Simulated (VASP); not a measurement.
Set up this calculation in VASP 6.6.1, as the native input.

```yaml
Task: relaxation of cell and atoms
Functional: PBEsol
Potentials_or_basis: VASP PAW PBE potentials, release 64 (Zn)
Cutoff: 600 eV
k_mesh: 18 × 18 × 18
Occupations: gaussian, width 0.1 eV
Spin: no spin polarisation
Dipole_correction: no
Further_INCAR_settings: ALGO = Normal; EDIFF = 1e-07; IBRION = 2; EDIFFG = -0.005; NSW = 100; ISIF = 3
```

The structure of Zn lies in POSCAR:

```
Zn
1.0
    0.0000000000      1.9647760000      1.9647760000
    1.9647760000      0.0000000000      1.9647760000
    1.9647760000      1.9647760000      0.0000000000
Zn
1
Direct
    0.0000000000      0.0000000000      0.0000000000
```

The input as run:

INCAR

```
ALGO = Normal ; EDIFF = 1E-7
EDIFFG = -0.005 ; ENCUT = 600
GGA = PS ; IBRION = 2
ISIF = 3 ; ISMEAR = 0
LASPH = T ; LCHARG = F
LREAL = F ; LWAVE = F
NELM = 80 ; NSW = 100
PREC = Accurate ; SIGMA = 0.1
```

KPOINTS

```
k-points
0
Gamma
  18 18 18
```

Potentials or basis: VASP PAW PBE potentials, release 64 (Zn).

Launch:

```console
$ cat potpaw_PBE.64/Zn/POTCAR > POTCAR
$ mpirun -np 1 vasp_std > vasp.out
```

It gave:

```json
{"Relaxed volume": "14.19 Å³/atom", "Relaxed cell": "a = 2.718 Å, b = 2.718 Å, c = 2.718 Å, α = 60.00°, β = 60.00°, γ = 60.00°", "Space group after relaxing (to 0.05 Å)": "Fm-3m (No. 225)", "Energy gained by relaxing": "15.6 meV/atom", "Ionic steps": "2", "Pressure after relaxing": "0.0 GPa", "Band gap on the k mesh": "zero (band 6 reaches 5.12 eV, above the bottom of band 7 at 2.13 eV)"}
```

Caveat: the PAW data sets were made with another functional, which shifts forces and pressure a little.

It took 18 s on 1 thread of Intel(R) Xeon(R) 6975P-C (Granite Rapids) (shared host), peak memory 0.17 GiB.
